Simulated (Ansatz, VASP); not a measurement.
HfO2: VASP beside Ansatz

The input POSCAR:

```
HfO2
1.0
    3.5768243315      0.0000000000      0.0000000000
    0.0000000000      3.5768243315      0.0000000000
    0.0000000000      0.0000000000      5.2026739475
Hf O
2 4
Direct
    0.5000000000      0.4990889753      0.5000000000
    0.0000000000      0.0009110247      0.0000000000
    0.0000000000      0.5011020514      0.6961635355
    0.5000000000     -0.0011020514      0.8038364645
    0.5000000000      0.0293556491      0.3038364645
    0.0000000000      0.4706443509      0.1961635355
```

File INCAR.step1:

```
SYSTEM = HfO2
ALGO = Normal
EDIFF = 1E-4
ENCUT = 520
GGA = PE
ISMEAR = 0
LASPH = .True.
LCHARG = .False.
LREAL = .False.
LWAVE = .True.
NBANDS = 31
NELM = 100
PREC = Accurate
SIGMA = 0.05
```

Contents of INCAR.step2:

```
SYSTEM = HfO2
ALGO = Normal
EDIFF = 1E-6
ENCUT = 520
ISIF = 2
ISMEAR = 0
ISTART = 1
LASPH = .True.
LCHARG = .False.
LMIXTAU = .True.
LREAL = .False.
LWAVE = .False.
METAGGA = R2SCAN
NBANDS = 31
NELM = 100
PREC = Accurate
SIGMA = 0.05
```

The input KPOINTS:

```
k-points
0
Gamma
  6 6 6
  0 0 0
```

Input for Ansatz:

```yaml
crystal:
  lattice:
    - [3.5768243315, 0.0, 0.0]
    - [0.0, 3.5768243315, 0.0]
    - [0.0, 0.0, 5.2026739475]
  atoms:
    - { symbol: Hf, position: [0.5, 0.4990889753, 0.5] }
    - { symbol: Hf, position: [0.0, 0.0009110247, 0.0] }
    - { symbol: O, position: [0.0, 0.5011020514, 0.6961635355] }
    - { symbol: O, position: [0.5, -0.0011020514, 0.8038364645] }
    - { symbol: O, position: [0.5, 0.0293556491, 0.3038364645] }
    - { symbol: O, position: [0.0, 0.4706443509, 0.1961635355] }
basis:
  ecutwfc: 500
kpoints:
  mp_grid: { grid: [6, 6, 6] }
hamiltonian:
  xc: r2scan
scf:
  occupations: { method: gaussian, width: 0.05 }
output:
  forces: true
  stress: true
  eigenvalues: true
  write_density: true
  write_potential: true
  elf: true
  volumetric_format: npy
```

Change from the starting cell: mode 17 (675.9 1/cm) frozen in, largest displacement +0.105 Å.

Alike in both runs: task single point; functional r2SCAN; k mesh 6 × 6 × 6; occupations gaussian, width 0.05 eV; no spin polarisation.

|  | VASP | Ansatz |
| --- | --- | --- |
| version | VASP 6.6.1 | Ansatz 0.2.0 |
| potentials or method | VASP PAW PBE potentials, release 64 (Hf_pv, O), cutoff 520 eV | scalar-relativistic, plane waves, PAW |
| valence electrons in the cell | 44 | 76 |

Ansatz gave:

| Quantity | Value |
| --- | --- |
| gap on the k mesh at the Fermi level (eV) | 5.25 |
| least direct gap on the mesh (eV) | 5.32 |
| pressure (GPa) | 1.9 |
| traceless stress, the component that is largest in VASP (GPa) | 5.30 |
| rms of the force components (eV/Å) | 1.017 |

Q: What did VASP give for the same quantities?

A: gap on the k mesh at the Fermi level (eV): 5.22; least direct gap on the mesh (eV): 5.29; pressure (GPa): -1.6; traceless stress, the component that is largest in VASP (GPa): 5.03; rms of the force components (eV/Å): 1.005.

VASP's potentials were made for PBE, not for r2SCAN. Atom by atom the forces differ by 0.033 eV/Å (rms over components). The functional is the same, so the differences come from potentials, cutoffs and numerics. VASP's potentials hold 44 valence electrons a cell and Ansatz's 76, so a difference there can come from the potentials and not from the codes.

Neither program's run includes spin-orbit coupling.
